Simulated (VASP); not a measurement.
Runs of VASP 6.6.1 on Lu. The structure is that of space group Im-3m (No. 229), or close to it. The cells are those of the table. 

| task | cell | cutoff (eV) | gap on the mesh (eV) | pressure (GPa) |
| --- | --- | --- | --- | --- |
| relaxation of cell and atoms | relaxed to 250 GPa from a = 2.377 Å, angles 109.5°, 1 atom | 600 | none | 250.0 |
| single point | a = 2.378 Å, angles 109.5°, 1 atom | 520 | none | (a) |
| relaxation of cell and atoms | relaxed to 250 GPa from a = 2.392 Å, angles 109.5°, 1 atom | 600 | none | 250.0 |
| single point | a = 2.377 Å, angles 109.5°, 1 atom | 520 | none | 262.4 |

Alike in all rows: level LDA; potentials or basis VASP PAW PBE potentials, release 64 (Lu); no spin polarisation; k mesh 19 × 19 × 19; smearing fermi-dirac 0.08 eV.

**Question.** Estimate the missing entries.

**Answer.** (a) 261.4.

Caveats: the PAW data sets were made with another functional, which shifts forces and pressure a little; spin-orbit coupling is left out, which moves the levels of the heavy elements; the cell is relaxed towards a set pressure, so the enthalpy falls and the energy may rise (some runs).

A k mesh can miss the band edges, and the runs leave out spin-orbit coupling on Lu.

A gap of «none» marks levels without a gap at the run's occupations.
